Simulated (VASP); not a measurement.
Input of a VASP 6.6.1 run:

INCAR

```
SYSTEM = Mg
  ALGO = Normal
  EDIFF = 1E-6
  ENCUT = 520
  GGA = PE
  ISIF = 2
  ISMEAR = 1
  LASPH = .TRUE.
  LCHARG = .FALSE.
  LREAL = .FALSE.
  LWAVE = .FALSE.
  NBANDS = 7
  NELM = 60
  PREC = Accurate
  SIGMA = 0.06802846561497
```

File KPOINTS:

```
k-points
0
G
  3 3 3
  0 0 0
```

The input POSCAR:

```
Mg
1.0
    3.0502998005      0.0000000000      0.0000000000
   -1.5251499003      2.6416371164      0.0000000000
    0.0000000000      0.0000000000      3.0448375700
Mg
1
Direct
   -0.0326658792      0.0106758707     -0.0011607986
```

Potentials or basis: VASP PAW PBE potentials, release 64 (Mg).

Command:

```bash
$ cat potpaw_PBE.64/Mg/POTCAR > POTCAR
$ mpirun -np 1 vasp_std > vasp.out
```

(1) Predict the pressure.

(2) What does it give for the band gap on the k mesh?

Results:

(1) -0.3 GPa.

(2) zero (band 1 reaches 3.94 eV, above the bottom of band 2 at 2.34 eV).

Caveat: the k points lie up to 0.79 Å⁻¹ apart.
